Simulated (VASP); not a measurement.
Runs of VASP 6.6.1 on Hf. The structure is that of space group Pm-3m (No. 221), or close to it. The cells are those of the table. 

```csv
task,cell,cutoff (eV),gap on the mesh (eV),pressure (GPa)
relaxation of cell and atoms,"relaxed to 430 GPa from a = 2.144 Å, 1 atom",600,none,430.1
relaxation of cell and atoms,"relaxed to 430 GPa from a = 2.121 Å, 1 atom",600,none,429.9
single point,"a = 2.144 Å, 1 atom",520,none,416.8
single point,"a = 2.145 Å, 1 atom",520,none,(a)
```

Alike in all rows: level PBE; potentials or basis VASP PAW PBE potentials, release 64 (Hf_pv); no spin polarisation; k mesh 18 × 18 × 18; smearing fermi-dirac 0.08 eV.

Problem. Fill in the values left out.

Solution. (a) 415.2.

Caveats: spin-orbit coupling is left out, which moves the levels of the heavy elements; the cell is relaxed towards a set pressure, so the enthalpy falls and the energy may rise (some runs).

A k mesh can miss the band edges, and the runs leave out spin-orbit coupling on Hf.

A gap of «none» marks levels without a gap at the run's occupations.
